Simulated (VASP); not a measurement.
Write the native input for VASP 6.6.1 that does the following.

```
Task                   : single point
Functional             : PBE
Potentials or basis    : VASP PAW PBE potentials, release 64 (Te, O)
Cutoff                 : 520 eV
k mesh                 : 18 × 18 × 14
Occupations            : gaussian, width 0.1 eV
Spin                   : no spin polarisation
Dipole correction      : no
Further INCAR settings : ALGO = Normal; EDIFF = 1e-07; NBANDS = 13
```

The structure of TeO lies in POSCAR:

```
TeO
1.0
    3.3825200601      0.0000000000      0.0000000000
   -1.6912600300      2.9293483009      0.0000000000
    0.0000000000      0.0000000000      4.1863547000
Te O
1 1
Direct
    0.0000000000      0.0000000000      0.2780585967
    0.0000000000      0.0000000000      0.8218540133
```

These files were run (other wordings do the same):

INCAR

```
SYSTEM = TeO
PREC = Accurate
ENCUT = 520
EDIFF = 1E-7
ISMEAR = 0
SIGMA = 0.1
LREAL = .False.
LASPH = .True.
NELM = 80
ALGO = Normal
ISIF = 2
LWAVE = .False.
LCHARG = .True.
GGA = PE
LELF = .True.
LVHAR = .True.
NBANDS = 13
```

KPOINTS

```
Automatic mesh
0
Gamma
  18 18 14
  0 0 0
```

Potentials or basis: VASP PAW PBE potentials, release 64 (Te, O).

Launch:

```console
$ cat potpaw_PBE.64/Te/POTCAR potpaw_PBE.64/O/POTCAR > POTCAR
$ mpirun -np 1 vasp_std > vasp.out
```

It gave:

```yaml
Pressure: -0.1 GPa
Largest_force: 0.087 eV/Å
Band_gap_on_the_k_mesh: zero (band 6 reaches 8.67 eV, above the bottom of band 7 at 3.03 eV)
```

Caveat: spin-orbit coupling is left out, which moves the levels of the heavy elements.

It took 2.8 min on 1 thread of AMD EPYC 7R43 64-Core Processor (Zen 3), with other jobs on the host, peak memory 0.26 GiB.
